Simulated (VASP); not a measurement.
# H4CO in VASP: notebook

Runs on H4CO. Level: r2SCAN+D3(BJ). Tasks: single point.

Everything below comes from runs of VASP 6.6.1. Logs are shortened: lines on timing, memory, paths and dates and some standing lists are left out, and cuts for length are marked.

## 1. The cell of the first run

The cell holds a disordered packing, 36 atoms: a = 7.380 Å, b = 7.380 Å, c = 7.380 Å, α = 90.00°, β = 90.00°, γ = 90.00°.

## 2. Single point, r2SCAN+D3(BJ)

The input, POSCAR:

```
H4CO
1.0
    7.3803230000      0.0000000000      0.0000000000
    0.0000000000      7.3803230000      0.0000000000
    0.0000000000      0.0000000000      7.3803230000
C O H
6 6 24
Direct
    0.1123279267     -0.0001307347      0.0225092808
    0.4095651196      0.6215859447      0.1163604954
    0.6866708003      0.2254466094      0.0980145923
    0.3195964968      0.3295081081      0.5187256310
    0.2239833268      0.7734128524      0.6213067657
    0.7560895566      0.9074504622      0.5628137332
    0.0908410736      0.0089501832      0.2144080877
    0.5579525523      0.7175057832      0.1928382723
    0.5898168878      0.2263105272     -0.0706993007
    0.2568508433      0.3117811568      0.7013553099
    0.0870851037      0.6575930468      0.6927376044
    0.7182842754      0.7185379101      0.5753278630
    0.0364770735     -0.1177445045     -0.0239070579
    0.1628213733      0.1087672275      0.2572249129
    0.0597260030      0.1211615741     -0.0450169755
    0.2545679435     -0.0173571765     -0.0156443093
    0.4326485651      0.6140581519     -0.0301866464
    0.5719023456      0.6880000836      0.3202677061
    0.4007380875      0.4820339257      0.1662787918
    0.2794161583      0.6897573625      0.1416067393
    0.6086535192      0.3061990857      0.1935759362
    0.6618678184      0.1575782879     -0.1549774818
    0.7027254081      0.0878937191      0.1508746275
    0.8201403870      0.2888129707      0.0836794383
    0.2033087326      0.3730041142      0.4379788226
    0.3599437310      0.2912702563      0.7807938676
    0.4255277393      0.4327197273      0.5073834649
    0.3710742539      0.2001736625      0.4658125991
    0.1829167776      0.9130307163      0.6475703781
    0.1397808243      0.5380028894      0.7128225661
    0.3552825278      0.7496333121      0.6863832230
    0.2388849980      0.7568526022      0.4745578067
    0.6308675778      0.9756396800      0.5227556727
    0.8335995216      0.6649124702      0.6113426814
    0.8013605429      0.9614967106      0.6944064469
    0.8609503277      0.9361811018      0.4614014544
```

The input, INCAR.step1:

```
PREC     = Accurate       # precision mode
ENCUT    = 520            # plane-wave cutoff, eV
ISMEAR   = -1             # smearing method
SIGMA    = 0.02           # smearing width, eV
LREAL    = Auto         
LASPH    = T              # aspherical terms in the spheres
NELM     = 100            # most SCF steps
NBANDS   = 66             # bands
GGA      = PE             # functional
ALGO     = Normal         # electronic algorithm
EDIFF    = 1E-4           # SCF threshold, eV
LWAVE    = T              # write WAVECAR
LCHARG   = F              # write CHGCAR
```

The input, INCAR.step2:

```
PREC     = Accurate       # precision mode
ENCUT    = 520            # plane-wave cutoff, eV
EDIFF    = 1E-6           # SCF threshold, eV
ISMEAR   = -1             # smearing method
SIGMA    = 0.02           # smearing width, eV
LREAL    = Auto         
LASPH    = T              # aspherical terms in the spheres
NELM     = 100            # most SCF steps
ALGO     = Normal         # electronic algorithm
ISIF     = 2              # what is computed and relaxed
LWAVE    = F              # write WAVECAR
LCHARG   = T              # write CHGCAR
METAGGA  = R2SCAN         # meta-GGA
LMIXTAU  = T            
IVDW     = 12             # dispersion correction
VDW_S6   = 1.0          
VDW_S8   = 0.78981345   
VDW_A1   = 0.49484001   
VDW_A2   = 5.73083694   
LELF     = T              # ELF
LVHAR    = T            
NBANDS   = 66             # bands
ISTART   = 1
```

The input, KPOINTS:

```
Automatic mesh
0
Gamma
  1 1 1
```

Potentials or basis: VASP PAW PBE potentials, release 64 (C, O, H).

Run with:

```bash
$ cat potpaw_PBE.64/C/POTCAR potpaw_PBE.64/O/POTCAR potpaw_PBE.64/H/POTCAR > POTCAR
$ cp INCAR.step1 INCAR
$ mpirun -np 1 vasp_gam > vasp.out
$ cp INCAR.step2 INCAR
$ mpirun -np 1 vasp_gam > vasp.out
```

OUTCAR:

```text
PREC = Accurate
   ENCUT = 520
   EDIFF = 1E-6
   ISMEAR = -1
   LREAL = Auto
   LASPH = T
   NELM = 100
   ISIF = 2
   METAGGA = R2SCAN
   IVDW = 12
   ISTART = 1
 IVDW          = 12

 ion  position               nearest neighbor table
   1  0.112  1.000  0.023-  13 1.09  16 1.09  15 1.10   7 1.43
   2  0.410  0.622  0.116-  19 1.10  17 1.10  20 1.10   8 1.42
   3  0.687  0.225  0.098-  21 1.09  23 1.09  24 1.10   9 1.44
   4  0.320  0.330  0.519-  25 1.09  27 1.09  28 1.10  10 1.43
   5  0.224  0.773  0.621-  29 1.09  32 1.10  31 1.10  11 1.42
   6  0.756  0.907  0.563-  33 1.09  36 1.10  35 1.10  12 1.42
   7  0.091  0.009  0.214-  14 0.96   1 1.43
   8  0.558  0.718  0.193-  18 0.97   2 1.42
   9  0.590  0.226  0.929-  22 0.96   3 1.44
  10  0.257  0.312  0.701-  26 0.97   4 1.43
  11  0.087  0.658  0.693-  30 0.98   5 1.42
  12  0.718  0.719  0.575-  34 0.98   6 1.42
  13  0.036  0.882  0.976-   1 1.09
  14  0.163  0.109  0.257-   7 0.96
  15  0.060  0.121  0.955-   1 1.10
  16  0.255  0.983  0.984-   1 1.09
  17  0.433  0.614  0.970-   2 1.10
  18  0.572  0.688  0.320-   8 0.97
[... 16 lines left out ...]
  35  0.801  0.961  0.694-   6 1.10
  36  0.861  0.936  0.461-   6 1.10

  LATTYP: Found a simple cubic cell.
 ALAT       =     7.3803230000

  Lattice vectors:

 A1 = (   7.3803230000,   0.0000000000,   0.0000000000)
 A2 = (   0.0000000000,   7.3803230000,   0.0000000000)
 A3 = (   0.0000000000,   0.0000000000,   7.3803230000)

Analysis of symmetry for initial positions (statically):
=====================================================================
 Subroutine PRICEL returns:
 Original cell was already a primitive cell.

 Routine SETGRP: Setting up the symmetry group for a
 simple cubic supercell.

 Subroutine GETGRP returns: Found  1 space group operations
 (whereof  1 operations were pure point group operations)
 out of a pool of 48 trial point group operations.

The static configuration has the point symmetry C_1 .

Analysis of symmetry for dynamics (positions and initial velocities):
=====================================================================
 Subroutine PRICEL returns:
 Original cell was already a primitive cell.

 Routine SETGRP: Setting up the symmetry group for a
 simple cubic supercell.

 Subroutine GETGRP returns: Found  1 space group operations
 (whereof  1 operations were pure point group operations)
 out of a pool of 48 trial point group operations.

The dynamic configuration has the point symmetry C_1 .

 Subroutine INISYM returns: Found  1 space group operations
 (whereof  1 operations are pure point group operations),
 and found     1 'primitive' translations

----------------------------------------------------------------------------------------

                                     Primitive cell

  volume of cell :     402.0001

  direct lattice vectors                    reciprocal lattice vectors
     7.380323000  0.000000000  0.000000000     0.135495425  0.000000000  0.000000000
     0.000000000  7.380323000  0.000000000     0.000000000  0.135495425  0.000000000
     0.000000000  0.000000000  7.380323000     0.000000000  0.000000000  0.135495425

  length of vectors
     7.380323000  7.380323000  7.380323000     0.135495425  0.135495425  0.135495425

  position of ions in fractional coordinates (direct lattice)
     0.112327927  0.999869265  0.022509281
     0.409565120  0.621585945  0.116360495
     0.686670800  0.225446609  0.098014592
     0.319596497  0.329508108  0.518725631
     0.223983327  0.773412852  0.621306766
     0.756089557  0.907450462  0.562813733
[... 28 lines left out ...]
     0.801360543  0.961496711  0.694406447
     0.860950328  0.936181102  0.461401454

  ion indices of the primitive-cell ions
   primitive index   ion index
                 1           1
                 2           2
                 3           3
                 4           4
                 5           5
                 6           6
[... 28 lines left out ...]
                35          35
                36          36

----------------------------------------------------------------------------------------

 KPOINTS: Automatic mesh

Automatic generation of k-mesh.
 Grid dimensions read from file:
 generate k-points for:    1    1    1

 Generating k-lattice:

  Cartesian coordinates                     Fractional coordinates (reciprocal lattice)
     0.135495425  0.000000000  0.000000000     1.000000000  0.000000000  0.000000000
     0.000000000  0.135495425  0.000000000     0.000000000  1.000000000  0.000000000
     0.000000000  0.000000000  0.135495425     0.000000000  0.000000000  1.000000000

  Length of vectors
     0.135495425  0.135495425  0.135495425

  Shift w.r.t. Gamma in fractional coordinates (k-lattice)
     0.000000000  0.000000000  0.000000000

 Subroutine IBZKPT returns following result:
 ===========================================

 Found      1 irreducible k-points:

 Following reciprocal coordinates:
            Coordinates               Weight
  0.000000  0.000000  0.000000      1.000000
   k-points           NKPTS =      1   k-points in BZ     NKDIM =      1   number of bands    NBANDS=     66
   number of dos      NEDOS =    301   number of ions     NIONS =     36
   total plane-waves  NPLWV = 175616
   dimension x,y,z NGX =    56 NGY =   56 NGZ =   56
   dimension x,y,z NGXF=   112 NGYF=  112 NGZF=  112
   ions per type =               6   6  24
   NGX,Y,Z   is equivalent  to a cutoff of  12.61, 12.61, 12.61 a.u.
   NGXF,Y,Z  is equivalent  to a cutoff of  25.23, 25.23, 25.23 a.u.
 SYSTEM =  unknown system
   PREC   = accura    normal or accurate (medium, high low for compatibility)
   ISTART =      1    job   : 0-new  1-cont  2-samecut
   ICHARG =      0    charge: 1-file 2-atom 10-const
   ISPIN  =      1    spin polarized calculation?
   LNONCOLLINEAR =      F non collinear calculations
   LSORBIT =      F    spin-orbit coupling
   LASPH  =      T    aspherical Exc in radial PAW
   ENCUT  =  520.0 eV  38.22 Ry    6.18 a.u.  13.72 13.72 13.72*2*pi/ulx,y,z
   NELM   =    100;   NELMIN=  2; NELMDL=  0     # of ELM steps
   EDIFF  = 0.1E-05   stopping-criterion for ELM
   LREAL  =      T    real-space projection
   EDIFFG = 0.1E-04   stopping-criterion for IOM
   NSW    =      0    number of steps for IOM
   IBRION =     -1    ionic relax: 0-MD 1-quasi-New 2-CG
   NFREE  =      0    steps in history (QN), initial steepest desc. (CG)
   ISIF   =      2    stress and relaxation
   ISYM   =      2    0-nonsym 1-usesym 2-fastsym
   POTIM  = 0.5000    time-step for ionic-motion
   TEBEG  =    0.0;   TEEND  =   0.0 temperature during run
   PSTRESS=    0.0 pullay stress
   NELECT =      84.0000    total number of electrons
   NUPDOWN=      -1.0000    fix difference up-down
   EMIN   =  10.00;   EMAX   =-10.00  energy-range for DOS
   EFERMI =   0.00;   METHOD = LEGACY
   ISMEAR =    -1;   SIGMA  =   0.02  broadening in eV -4-tet -1-fermi 0-gaus
   EFERMI_NEDOS =   21; number of points for ismear=-14 and -15
   IALGO  =     38    algorithm
   IMIX   =      4    mixing-type and parameters
     AMIX     =   0.40;   BMIX     =  1.00
     AMIX_MAG =   1.60;   BMIX_MAG =  1.00
  volume/ion in A,a.u.               =      11.17        75.36
  Fermi-wavevector in a.u.,A,eV,Ry     =   0.971462  1.835797 12.840345  0.943739
  Thomas-Fermi vector in A             =   2.101681
   LORBIT       =      0    0 simple, 1 ext, 2 COOP (PROOUT), +10 PAW based schemes
   METAGGA = R2SCAN    functional components
   LHFCALC =     F    Hartree Fock is set to
   AEXX    =    0.0000 exact exchange contribution
   IVDW    =    12    specifies the selected vdW correction
   LEPSILON=     F    determine dielectric tensor
   LRPA    =     F    only Hartree local field effects (RPA)
 non-spin polarized calculation
  energy-cutoff  :      520.00
  volume of cell :      402.00
 maximum number of plane-waves:      5414
 NGX is ok and might be reduce to    54
   NGX = 27   NGY = 27   NGZ = 27

 number of electron      84.0000006 magnetization

 Free energy of the ion-electron system (eV)
  ---------------------------------------------------
  ext. energy  EPLUGINS =         0.00000000
  ---------------------------------------------------
  free energy    TOTEN  =      -194.29028586 eV

  energy without entropy =     -194.29028586  energy(sigma->0) =     -194.29028586

 E-fermi :  -2.8814     XC(G=0):  -6.5476

 val. band max:       -3.4652424374   @ k =   0.0000   0.0000   0.0000
 cond. band min:       1.9608144733   @ k =   0.0000   0.0000   0.0000
 fundamental gap:      5.4260569106
 Fermi energy:        -2.8814307576

 k-point     1 :       0.0000    0.0000    0.0000
  band No.  band energies     occupation
      1     -24.5142      2.00000
      2     -24.2657      2.00000
      3     -23.9955      2.00000
      4     -23.9500      2.00000
      5     -23.7373      2.00000
      6     -23.5573      2.00000
[... 46 lines left out ...]
     53       5.5437      0.00000
     54       5.6294      0.00000
 [bands above 54 left out]

------------------------ aborting loop because EDIFF is reached ----------------------------------------

 Edisp (eV)   -0.59576

 E8    (eV) :    -0.0914

  FORCE on cell =-STRESS in cart. coord.  units (eV):
  Direction    XX          YY          ZZ          XY          YZ          ZX
  --------------------------------------------------------------------------------------
  -------------------------------------------------------------------------------------
  Total      -2.75865    -1.10466    -1.64866    -0.19270     0.04145    -0.80802
  in kB     -10.99463    -4.40263    -6.57077    -0.76802     0.16519    -3.22038
  external pressure =       -7.32 kB  Pullay stress =        0.00 kB

 VOLUME and BASIS-vectors are now :
 -----------------------------------------------------------------------------
  energy-cutoff  :      520.00
  volume of cell :      402.00
      direct lattice vectors                 reciprocal lattice vectors
     7.380323000  0.000000000  0.000000000     0.135495425  0.000000000  0.000000000
     0.000000000  7.380323000  0.000000000     0.000000000  0.135495425  0.000000000
     0.000000000  0.000000000  7.380323000     0.000000000  0.000000000  0.135495425

 POSITION                                       TOTAL-FORCE (eV/Angst)
 -----------------------------------------------------------------------------------
      0.82902      7.37936      0.16613         0.005222     -0.015496     -0.177171
      3.02272      4.58751      0.85878        -0.107659      0.018970     -0.150260
      5.06785      1.66387      0.72338         0.114234      0.005734      0.151996
      2.35873      2.43188      3.82836        -0.004487     -0.039490      0.013282
      1.65307      5.70804      4.58544         0.101400      0.151497     -0.077988
      5.58019      6.69728      4.15375        -0.019403      0.138962     -0.052143
[... 28 lines left out ...]
      5.91430      7.09616      5.12494        -0.000091     -0.034113     -0.018889
      6.35409      6.90932      3.40529        -0.065470      0.002194      0.021092
 -----------------------------------------------------------------------------------
    total drift:                               -0.006453     -0.022802     -0.007380

  FREE ENERGIE OF THE ION-ELECTRON SYSTEM (eV)
  ---------------------------------------------------
  free  energy   TOTEN  =      -194.8860491160 eV

  energy  without entropy=     -194.8860491160  energy(sigma->0) =     -194.88604912
```

Run time: 8.6 min. Hardware: 1 thread of Intel Xeon 8259CL, shared host; peak memory 0.46 GiB.

Results:

```
Free energy                : -194.8860 eV
Pressure                   : -0.7 GPa
Largest force              : 0.203 eV/Å
Band gap on the k mesh     : 5.43 eV
Dispersion energy per atom : -0.017 eV
```

Forces in eV/Å, atoms in the order of the input:
```
C    0.005 -0.015 -0.177
C   -0.108  0.019 -0.150
C    0.114  0.006  0.152
C   -0.004 -0.039  0.013
C    0.101  0.151 -0.078
C   -0.019  0.139 -0.052
O   -0.055  0.002  0.109
O    0.037  0.002  0.130
O   -0.113  0.046 -0.081
O   -0.052  0.105 -0.048
O   -0.173 -0.106  0.016
O   -0.027  0.000 -0.020
H   -0.020 -0.049 -0.012
H    0.070  0.062  0.097
H    0.005  0.021 -0.009
H    0.031  0.007 -0.002
H   -0.027  0.046  0.160
H    0.073  0.052 -0.038
H   -0.014  0.010  0.010
H    0.108 -0.058  0.012
H   -0.017 -0.026 -0.011
H   -0.015 -0.110 -0.130
H   -0.029 -0.008 -0.059
H   -0.068 -0.005 -0.036
H    0.039 -0.020  0.022
H    0.098 -0.029  0.094
H    0.056 -0.004  0.005
H   -0.009  0.056  0.040
H   -0.008  0.027  0.008
H    0.007 -0.094  0.033
H    0.006 -0.024  0.002
H   -0.017  0.002 -0.029
H    0.032 -0.008  0.000
H    0.059 -0.123  0.026
H    0.000 -0.034 -0.019
H   -0.065  0.002  0.021
```

Caveat: the k points lie up to 0.85 Å⁻¹ apart, too coarse for converged energies, forces and pressures; the PAW data sets were made with another functional, which shifts forces and pressure a little.

(Continued in part 2 of 2.)
